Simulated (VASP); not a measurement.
A run of VASP 6.6.1 is set up as follows.

Contents of INCAR:

```
PREC = Accurate
ENCUT = 520
EDIFF = 1E-8
ISMEAR = -1
SIGMA = 0.03
LREAL = F
LASPH = T
NELM = 80
ALGO = Normal
ISIF = 2
LWAVE = F
LCHARG = F
GGA = PE
LEFG = T
NBANDS = 7
```

KPOINTS

```
Automatic mesh
0
Gamma
  23 23 23
```

Contents of POSCAR:

```
Be
1.0
   -1.2405897418      1.2531209513      1.2531209513
    1.2531209513     -1.2405897418      1.2531209513
    1.2531209513      1.2531209513     -1.2405897418
Be
1
Direct
    0.0000000000      0.0000000000      0.0000000000
```

Potentials or basis: VASP PAW PBE potentials, release 64 (Be).

Launch:

```sh
$ cat potpaw_PBE.64/Be/POTCAR > POTCAR
$ mpirun -np 1 vasp_std > vasp.out
```

Q: Estimate the band gap on the k mesh.

A: Zero (band 1 reaches 11.45 eV, above the bottom of band 2 at 6.61 eV).

Q: Estimate the pressure.

A: -0.7 GPa.

Stress tensor (GPa, compression positive):
```
-0.67 -1.96 -1.96
-1.96 -0.67 -1.96
-1.96 -1.96 -0.67
```

Caveat: the cell differs from its parent crystal (equal xy, yz and zx shear strains of +1 %); without QUAD_EFG the Cq values of the log hold for a quadrupole moment of 1 mb, not for the nuclei.
